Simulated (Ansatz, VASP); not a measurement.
Two plane-wave programs on Os

```xyz
2
Lattice="2.7394 0.0000 0.0000 -1.3697 2.3724 0.0000 0.0000 0.0000 4.3138" Properties=species:S:1:pos:R:3 pbc="T T T"
Os    0.0000    1.5816    1.0785
Os    1.3697    0.7908    3.2354
```

Alike in both runs: task single point; functional r2SCAN; k mesh 13 × 13 × 7; occupations methfessel-paxton of order 1, width 0.01 eV; no spin polarisation.

```csv
,VASP,Ansatz
version,VASP 6.6.1,Ansatz 0.2.0
potentials or method,"VASP PAW PBE potentials, release 64 (Os_sv_GW), cutoff 620 eV","plane waves (500 eV) with PAW, scalar-relativistic"
valence electrons in the cell,32,32
```

```tsv
	VASP	Ansatz	Ansatz less VASP
pressure (GPa)	-1.0	-0.3	+0.75
traceless stress, the component that is largest in VASP (GPa)	-0.29	-0.28	+0.008
```

VASP's potentials were made for PBE, not for r2SCAN. The functional is the same, so the differences come from potentials, cutoffs and numerics.

Neither program's run includes spin-orbit coupling.
